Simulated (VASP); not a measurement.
# Co (Fd-3m) in VASP: further runs

Runs on Co. Level: revPBE. Tasks: single point.

All numbers are computed with VASP 6.6.1; they aren't measurements. Logs are shortened: lines on timing, memory, paths and dates and some standing lists are left out, and cuts for length are marked.

### 1 The cell of the first run

It takes space group Fd-3m (No. 227, cubic). Conventional cell: a = 5.189 Å, b = 5.189 Å, c = 5.189 Å, α = 90.00°, β = 90.00°, γ = 90.00°. Co (site symmetry -43m) has 4 Co at 2.25 Å within 3.0 Å.

This isn't the form of Co at room conditions, which is hcp.

### 2 Single point, revPBE, collinear spin, ferromagnetic start (17.46 Å³/atom)

Contents of INCAR:

```
  PREC = Accurate
  ENCUT = 520
  EDIFF = 1E-6
  ISMEAR = -1
  SIGMA = 0.05
  LREAL = F
  LASPH = T
  NELM = 150
  ALGO = Normal
  ISIF = 2
  LWAVE = F
  LCHARG = F
  ISPIN = 2
  MAGMOM = 1.777 1.777
  LORBIT = 11
  LMAXMIX = 4
  GGA = RE
  NBANDS = 20
```

Contents of KPOINTS:

```
regular mesh
0
Gamma
  12 12 12
```

Contents of POSCAR:

```
Co
1.0
    0.0000000000      2.5942607582      2.5942607582
    2.5942607582      0.0000000000      2.5942607582
    2.5942607582      2.5942607582      0.0000000000
Co
2
Direct
    0.1250000000      0.1250000000      0.1250000000
    0.8750000000      0.8750000000      0.8750000000
```

Potentials or basis: VASP PAW PBE potentials, release 64 (Co).

Started as:

```bash
$ cat potpaw_PBE.64/Co/POTCAR > POTCAR
$ mpirun -np 1 vasp_std > vasp.out
```

OUTCAR:

```text
PREC = Accurate
   ENCUT = 520
   EDIFF = 1E-6
   ISMEAR = -1
   LREAL = F
   LASPH = T
   NELM = 150
   ISIF = 2
   ISPIN = 2
   LORBIT = 11
   GGA = RE

 ion  position               nearest neighbor table
   1  0.125  0.125  0.125-   2 2.25   2 2.25   2 2.25   2 2.25
   2  0.875  0.875  0.875-   1 2.25   1 2.25   1 2.25   1 2.25

  LATTYP: Found a face centered cubic cell.
 ALAT       =     5.1885215164

  Lattice vectors:

 A1 = (   0.0000000000,   2.5942607582,   2.5942607582)
 A2 = (   2.5942607582,   0.0000000000,   2.5942607582)
 A3 = (   2.5942607582,   2.5942607582,   0.0000000000)

Analysis of symmetry for initial positions (statically):
=====================================================================
 Subroutine PRICEL returns:
 Original cell was already a primitive cell.

 Routine SETGRP: Setting up the symmetry group for a
 face centered cubic supercell.

 Subroutine GETGRP returns: Found 48 space group operations
 (whereof 12 operations were pure point group operations)
 out of a pool of 48 trial point group operations.

The static configuration has the point symmetry D_3d.
 The point group associated with its full space group is O_h .

Analysis of symmetry for dynamics (positions and initial velocities):
=====================================================================
 Subroutine PRICEL returns:
 Original cell was already a primitive cell.

 Routine SETGRP: Setting up the symmetry group for a
 face centered cubic supercell.

 Subroutine GETGRP returns: Found 48 space group operations
 (whereof 12 operations were pure point group operations)
 out of a pool of 48 trial point group operations.

The dynamic configuration has the point symmetry D_3d.
 The point group associated with its full space group is O_h .

Analysis of structural, dynamic, and magnetic symmetry:
=====================================================================
 Subroutine PRICEL returns:
 Original cell was already a primitive cell.

 Routine SETGRP: Setting up the symmetry group for a
 face centered cubic supercell.

 Subroutine GETGRP returns: Found 48 space group operations
 (whereof 12 operations were pure point group operations)
 out of a pool of 48 trial point group operations.

The overall configuration has the point symmetry D_3d.
 The point group associated with its full space group is O_h .

[... 109 lines left out ...]
   NELECT =      18.0000    total number of electrons
   NUPDOWN=      -1.0000    fix difference up-down
   EMIN   =  10.00;   EMAX   =-10.00  energy-range for DOS
   EFERMI =   0.00;   METHOD = LEGACY
   ISMEAR =    -1;   SIGMA  =   0.05  broadening in eV -4-tet -1-fermi 0-gaus
   EFERMI_NEDOS =   21; number of points for ismear=-14 and -15
   IALGO  =     38    algorithm
   IMIX   =      4    mixing-type and parameters
     AMIX     =   0.40;   BMIX     =  1.00
     AMIX_MAG =   1.60;   BMIX_MAG =  1.00
  volume/ion in A,a.u.               =      17.46       117.82
  Fermi-wavevector in a.u.,A,eV,Ry     =   1.312629  2.480509 23.442774  1.722995
  Thomas-Fermi vector in A             =   2.443008
   LORBIT       =     11    0 simple, 1 ext, 2 COOP (PROOUT), +10 PAW based schemes
   GGA     = RE    functional components
   LHFCALC =     F    Hartree Fock is set to
   AEXX    =    0.0000 exact exchange contribution
   IVDW    =     0    specifies the selected vdW correction
   LEPSILON=     F    determine dielectric tensor
   LRPA    =     F    only Hartree local field effects (RPA)
 spin polarized calculation
  energy-cutoff  :      520.00
  volume of cell :       34.92
 maximum number of plane-waves:       960
   NGX = 13   NGY = 13   NGZ = 13

 number of electron      17.9999996 magnetization       3.5045700

 Free energy of the ion-electron system (eV)
  ---------------------------------------------------
  ext. energy  EPLUGINS =         0.00000000
  ---------------------------------------------------
  free energy    TOTEN  =       -10.77046131 eV

  energy without entropy =      -10.75396796  energy(sigma->0) =      -10.76221464

 E-fermi :   4.8263     XC(G=0): -10.4420

 val. band max:        4.8157530288   @ k =  -0.0833   0.0833   0.0000
 cond. band min:       4.8273492505   @ k =  -0.4167   0.3333   0.0000
 fundamental gap:      0.0115962216
 Fermi energy:         4.8263161770

 spin component 1

 k-point     1 :       0.0000    0.0000    0.0000
  band No.  band energies     occupation
      1      -1.3307      1.00000
      2       1.5640      1.00000
      3       1.5640      1.00000
      4       1.7538      1.00000
      5       1.7538      1.00000
      6       1.7538      1.00000
[... 541 lines left out ...]
     19      23.2337      0.00000
     20      23.6056      0.00000

 [... further k-points ...]

 spin component 2

 k-point     1 :       0.0000    0.0000    0.0000
  band No.  band energies     occupation
      1      -1.2863      1.00000
      2       3.2406      1.00000
      3       3.2406      1.00000
      4       3.2406      1.00000
      5       3.3142      1.00000
      6       3.3142      1.00000
[... 541 lines left out ...]
     19      23.4442      0.00000
     20      23.7720      0.00000

 [... further k-points ...]
[... 5 lines left out ...]
  --------------------------------------------------------------------------------------
  -------------------------------------------------------------------------------------
  Total       -0.8131018     -0.8131018     -0.8131018      0.0000000      0.0000000     -0.0000000
  in kB      -37.3065121    -37.3065121    -37.3065121      0.0000000      0.0000000     -0.0000000
  external PRESSURE =     -37.3065121 kB  Pullay stress =       0.0000000 kB

 VOLUME and BASIS-vectors are now :
 -----------------------------------------------------------------------------
  energy-cutoff  :      520.00
  volume of cell :       34.92
      direct lattice vectors                 reciprocal lattice vectors
     0.000000000  2.594260758  2.594260758    -0.192733132  0.192733132  0.192733132
     2.594260758  0.000000000  2.594260758     0.192733132 -0.192733132  0.192733132
     2.594260758  2.594260758  0.000000000     0.192733132  0.192733132 -0.192733132

 POSITION                                       TOTAL-FORCE (eV/Angst)
 -----------------------------------------------------------------------------------
      0.64857      0.64857      0.64857        -0.000000     -0.000000     -0.000000
      4.53996      4.53996      4.53996         0.000000      0.000000      0.000000
 -----------------------------------------------------------------------------------
    total drift:                                0.000000      0.000000     -0.000000

  FREE ENERGIE OF THE ION-ELECTRON SYSTEM (eV)
  ---------------------------------------------------
  free  energy   TOTEN  =       -10.7704613136 eV

  energy  without entropy=      -10.7539679590  energy(sigma->0) =      -10.76221464

 total charge

# of ion       s       p       d       tot
------------------------------------------
    1        0.513   0.315   7.279   8.107
    2        0.513   0.315   7.279   8.107
--------------------------------------------------
tot          1.026   0.630  14.559  16.214

 magnetization (x)

# of ion       s       p       d       tot
------------------------------------------
    1       -0.030  -0.020   1.811   1.761
    2       -0.030  -0.020   1.811   1.761
--------------------------------------------------
tot         -0.061  -0.039   3.623   3.523
```

OSZICAR:

```text
N       E                     dE             d eps       ncg     rms          rms(c)
DAV:   1     0.904972445472E+02    0.90497E+02   -0.76532E+03  5800   0.103E+03
DAV:   2    -0.746442146285E+01   -0.97962E+02   -0.87214E+02  5800   0.202E+02
DAV:   3    -0.117647209694E+02   -0.43003E+01   -0.41349E+01  6516   0.541E+01
DAV:   4    -0.118279664139E+02   -0.63245E-01   -0.63201E-01  7100   0.594E+00
DAV:   5    -0.118298023336E+02   -0.18359E-02   -0.18358E-02  6880   0.943E-01    0.105E+01
DAV:   6    -0.115344819400E+02    0.29532E+00   -0.95609E+00  6752   0.503E+01    0.932E+00
DAV:   7    -0.107401089317E+02    0.79437E+00   -0.23046E+00  6856   0.239E+01    0.346E+00
DAV:   8    -0.107748446459E+02   -0.34736E-01   -0.52213E-02  7732   0.194E+00    0.172E+00
DAV:   9    -0.107640747040E+02    0.10770E-01   -0.18538E-02  6996   0.148E+00    0.982E-01
DAV:  10    -0.107670431879E+02   -0.29685E-02   -0.13704E-03  6452   0.421E-01    0.732E-01
DAV:  11    -0.107703347527E+02   -0.32916E-02   -0.29310E-03  7448   0.740E-01    0.110E-01
DAV:  12    -0.107704493109E+02   -0.11456E-03   -0.31856E-04  6060   0.159E-01    0.433E-02
DAV:  13    -0.107704575560E+02   -0.82451E-05   -0.91301E-06  6596   0.190E-02    0.303E-02
DAV:  14    -0.107704617299E+02   -0.41739E-05   -0.85684E-06  7036   0.275E-02    0.635E-03
DAV:  15    -0.107704613136E+02    0.41623E-06   -0.56813E-07  3768   0.889E-03
   1 F= -.10770461E+02 E0= -.10762215E+02  d E =-.164934E-01  mag=     3.5041
```

stdout:

```text
POSCAR found type information on POSCAR Co
 POSCAR found :  1 types and       2 ions
 scaLAPACK will be used
 -----------------------------------------------------------------------------
|                                                                             |
|                                                                             |
|     You enforced a specific xc type in the INCAR file but a different       |
|     I HOPE YOU KNOW WHAT YOU ARE DOING!                                     |
|                                                                             |
 -----------------------------------------------------------------------------

 LDA part: xc-table for (Slater+PW92), standard interpolation
 POSCAR, INCAR and KPOINTS ok, starting setup
 FFT: planning ... GRIDC
 FFT: planning ... GRID_SOFT
 FFT: planning ... GRID
 WAVECAR not read
 entering main loop
```

Run time: 2.7 min. Hardware: 1 thread of Intel Xeon 8259CL, shared host; peak memory 0.22 GiB.

What came out:

```yaml
Free_energy: -10.7705 eV
Pressure: -3.7 GPa
Net_moment: 3.50 μB per cell
Site_moments: Co +1.76 μB
Valence_electrons_inside_the_program's_atomic_spheres: Co 8.11
```

Levels at points of the mesh, in eV from the Fermi level:
Spin up:
| k point | band 8 | band 9 | band 10 | band 11 | band 12 | band 13 | band 14 | band 15 |
| --- | --- | --- | --- | --- | --- | --- | --- | --- |
| (0.00, 0.00, 0.00) | -1.65 | -1.65 | -0.83 | -0.83 | 11.53 | 11.53 | 11.53 | 12.00 |
| (0.50, 0.00, 0.00) | -1.44 | -1.24 | -0.86 | -0.86 | 0.48 | 8.42 | 8.42 | 11.84 |
| (0.50, 0.50, 0.00) | -2.01 | -0.71 | -0.71 | 1.03 | 1.03 | 4.45 | 4.45 | 9.14 |
Spin down:
```tsv
k point	band 3	band 4	band 5	band 6	band 7	band 8	band 9	band 10	band 11	band 12
(0.00, 0.00, 0.00)	-1.59	-1.59	-1.51	-1.51	0.03	0.03	0.03	1.34	1.34	11.94
(0.50, 0.00, 0.00)	-1.53	-1.53	-1.44	-1.44	-1.10	0.54	0.54	1.06	1.06	1.98
(0.50, 0.50, 0.00)	-1.46	-1.46	-1.38	-1.38	-0.04	-0.04	1.19	1.19	2.28	2.28
```

Caveat: the cell stands under tension; the PAW data sets were made with another functional, which shifts forces and pressure a little.

### 3 Single point, revPBE, collinear spin, ferromagnetic start (18.13 Å³/atom)

This run uses another cell than the first one, of 18.13 Å³/atom.

Contents of INCAR:

```
SYSTEM = Co
  PREC = Accurate
  ENCUT = 520
  EDIFF = 1E-6
  ISMEAR = -1
  SIGMA = 0.05
  LREAL = .False.
  LASPH = .True.
  NELM = 150
  ALGO = Normal
  ISIF = 2
  LWAVE = .False.
  LCHARG = .False.
  ISPIN = 2
  MAGMOM = 1.777 1.777
  LORBIT = 11
  LMAXMIX = 4
  GGA = RE
  NBANDS = 20
```

Contents of KPOINTS:

```
regular mesh
0
Gamma
  12 12 12
  0 0 0
```

Contents of POSCAR:

```
Co
1.0
    0.0000000000      2.6271029885      2.6271029885
    2.6271029885      0.0000000000      2.6271029885
    2.6271029885      2.6271029885      0.0000000000
Co
2
Direct
    0.1250000000      0.1250000000      0.1250000000
    0.8750000000      0.8750000000      0.8750000000
```

Potentials or basis: VASP PAW PBE potentials, release 64 (Co).

Started as:

```bash
$ cat potpaw_PBE.64/Co/POTCAR > POTCAR
$ mpirun -np 1 vasp_std > vasp.out
```

Run time: 3 min. Hardware: 1 thread of Intel Xeon 8259CL, shared host; peak memory 0.21 GiB.

It converged, with:

```yaml
Free_energy: -10.7282 eV
Pressure: -6.3 GPa
Net_moment: 3.53 μB per cell
Site_moments: Co +1.78 μB
Valence_electrons_inside_the_program's_atomic_spheres: Co 8.06
```

Levels at points of the mesh, in eV from the Fermi level:
Spin up:
```tsv
k point	band 9	band 10	band 11	band 12	band 13	band 14
(0.00, 0.00, 0.00)	-1.66	-0.90	-0.90	11.17	11.17	11.17
(0.50, 0.00, 0.00)	-1.18	-0.92	-0.92	0.36	8.16	8.16
(0.50, 0.50, 0.00)	-0.78	-0.78	0.94	0.94	4.35	4.35
```
Spin down:
| k point | band 3 | band 4 | band 5 | band 6 | band 7 | band 8 | band 9 | band 10 | band 11 | band 12 |
| --- | --- | --- | --- | --- | --- | --- | --- | --- | --- | --- |
| (0.00, 0.00, 0.00) | -1.52 | -1.52 | -1.42 | -1.42 | 0.04 | 0.04 | 0.04 | 1.28 | 1.28 | 11.56 |
| (0.50, 0.00, 0.00) | -1.46 | -1.46 | -1.36 | -1.36 | -1.08 | 0.52 | 0.52 | 1.01 | 1.01 | 1.89 |
| (0.50, 0.50, 0.00) | -1.39 | -1.39 | -1.37 | -1.37 | -0.03 | -0.03 | 1.13 | 1.13 | 2.19 | 2.19 |

Caveat: the cell stands under tension; the PAW data sets were made with another functional, which shifts forces and pressure a little.

### 4 Single point, revPBE, collinear spin, ferromagnetic start (18.80 Å³/atom)

This run uses another cell than the first one, of 18.80 Å³/atom.

Contents of INCAR:

```
PREC = Accurate ; ENCUT = 520
EDIFF = 1E-6 ; ISMEAR = -1
SIGMA = 0.05 ; LREAL = F
LASPH = T ; NELM = 150
ALGO = Normal ; ISIF = 2
LWAVE = F ; LCHARG = T
ISPIN = 2 ; MAGMOM = 1.777 1.777
LORBIT = 11 ; LMAXMIX = 4
GGA = RE ; LELF = T
LVHAR = T ; NBANDS = 20
```

Contents of KPOINTS:

```
Automatic mesh
0
Gamma
  12 12 12
```

Contents of POSCAR:

```
Co
1.0
    0.0000000000      2.6591439876      2.6591439876
    2.6591439876      0.0000000000      2.6591439876
    2.6591439876      2.6591439876      0.0000000000
Co
2
Direct
    0.1250000000      0.1250000000      0.1250000000
    0.8750000000      0.8750000000      0.8750000000
```

Potentials or basis: VASP PAW PBE potentials, release 64 (Co).

Started as:

```bash
$ cat potpaw_PBE.64/Co/POTCAR > POTCAR
$ mpirun -np 1 vasp_std > vasp.out
```

OUTCAR:

```text
PREC = Accurate
   ENCUT = 520
   EDIFF = 1E-6
   ISMEAR = -1
   LREAL = F
   LASPH = T
   NELM = 150
   ISIF = 2
   ISPIN = 2
   LORBIT = 11
   GGA = RE

 ion  position               nearest neighbor table
   1  0.125  0.125  0.125-   2 2.30   2 2.30   2 2.30   2 2.30
   2  0.875  0.875  0.875-   1 2.30   1 2.30   1 2.30   1 2.30

  LATTYP: Found a face centered cubic cell.
 ALAT       =     5.3182879752

  Lattice vectors:

 A1 = (   0.0000000000,   2.6591439876,   2.6591439876)
 A2 = (   2.6591439876,   0.0000000000,   2.6591439876)
 A3 = (   2.6591439876,   2.6591439876,   0.0000000000)
[... 1318 lines left out ...]
  external PRESSURE =     -82.9693622 kB  Pullay stress =       0.0000000 kB

 VOLUME and BASIS-vectors are now :
 -----------------------------------------------------------------------------
  energy-cutoff  :      520.00
  volume of cell :       37.61
      direct lattice vectors                 reciprocal lattice vectors
     0.000000000  2.659143988  2.659143988    -0.188030435  0.188030435  0.188030435
     2.659143988  0.000000000  2.659143988     0.188030435 -0.188030435  0.188030435
     2.659143988  2.659143988  0.000000000     0.188030435  0.188030435 -0.188030435

 POSITION                                       TOTAL-FORCE (eV/Angst)
 -----------------------------------------------------------------------------------
      0.66479      0.66479      0.66479        -0.000000      0.000000     -0.000000
      4.65350      4.65350      4.65350         0.000000      0.000000      0.000000
 -----------------------------------------------------------------------------------
    total drift:                                0.000000      0.000000     -0.000000

  FREE ENERGIE OF THE ION-ELECTRON SYSTEM (eV)
  ---------------------------------------------------
  free  energy   TOTEN  =       -10.6667192202 eV

  energy  without entropy=      -10.6497423388  energy(sigma->0) =      -10.65823078

 total charge

# of ion       s       p       d       tot
------------------------------------------
    1        0.492   0.281   7.247   8.020
    2        0.492   0.281   7.247   8.020
--------------------------------------------------
tot          0.984   0.561  14.494  16.040

 magnetization (x)

# of ion       s       p       d       tot
------------------------------------------
    1       -0.030  -0.023   1.856   1.803
    2       -0.030  -0.023   1.856   1.803
--------------------------------------------------
tot         -0.059  -0.046   3.711   3.606
```

OSZICAR:

```text
N       E                     dE             d eps       ncg     rms          rms(c)
DAV:   1     0.901186004989E+02    0.90119E+02   -0.76927E+03  5784   0.101E+03
DAV:   2    -0.744550480526E+01   -0.97564E+02   -0.87017E+02  5804   0.199E+02
DAV:   3    -0.116598580457E+02   -0.42144E+01   -0.40359E+01  6564   0.530E+01
DAV:   4    -0.117223808176E+02   -0.62523E-01   -0.62478E-01  7004   0.586E+00
DAV:   5    -0.117242645547E+02   -0.18837E-02   -0.18836E-02  6956   0.946E-01    0.105E+01
DAV:   6    -0.115421514346E+02    0.18211E+00   -0.10550E+01  6724   0.514E+01    0.965E+00
DAV:   7    -0.106441945041E+02    0.89796E+00   -0.24418E+00  6780   0.248E+01    0.326E+00
DAV:   8    -0.106704621930E+02   -0.26268E-01   -0.51650E-02  7524   0.177E+00    0.155E+00
DAV:   9    -0.106633118217E+02    0.71504E-02   -0.18302E-02  6916   0.139E+00    0.743E-01
DAV:  10    -0.106653990705E+02   -0.20872E-02   -0.14879E-03  6900   0.443E-01    0.447E-01
DAV:  11    -0.106666330370E+02   -0.12340E-02   -0.17549E-03  7352   0.522E-01    0.114E-01
DAV:  12    -0.106667105325E+02   -0.77496E-04   -0.17195E-04  6180   0.133E-01    0.460E-02
DAV:  13    -0.106667189770E+02   -0.84446E-05   -0.62991E-06  7560   0.204E-02    0.245E-02
DAV:  14    -0.106667192202E+02   -0.24315E-06   -0.56565E-06  7132   0.217E-02
   1 F= -.10666719E+02 E0= -.10658231E+02  d E =-.169769E-01  mag=     3.5593
```

stdout:

```text
POSCAR found type information on POSCAR Co
 POSCAR found :  1 types and       2 ions
 scaLAPACK will be used
 -----------------------------------------------------------------------------
|                                                                             |
|                                                                             |
|     You enforced a specific xc type in the INCAR file but a different       |
|     I HOPE YOU KNOW WHAT YOU ARE DOING!                                     |
|                                                                             |
 -----------------------------------------------------------------------------

 LDA part: xc-table for (Slater+PW92), standard interpolation
 POSCAR, INCAR and KPOINTS ok, starting setup
 FFT: planning ... GRIDC
 FFT: planning ... GRID_SOFT
 FFT: planning ... GRID
 WAVECAR not read
 entering main loop
```

Wall time 2.3 min (1 thread of Intel Xeon 8259CL, shared host); peak memory 0.22 GiB.

What came out:

```
Free energy                                           : -10.6667 eV
Pressure                                              : -8.3 GPa
Net moment                                            : 3.56 μB per cell
Site moments                                          : Co +1.80 μB
Valence electrons inside the program's atomic spheres : Co 8.02
```

Caveat: the cell stands under tension; the PAW data sets were made with another functional, which shifts forces and pressure a little.

(Continued in part 2 of 2.)
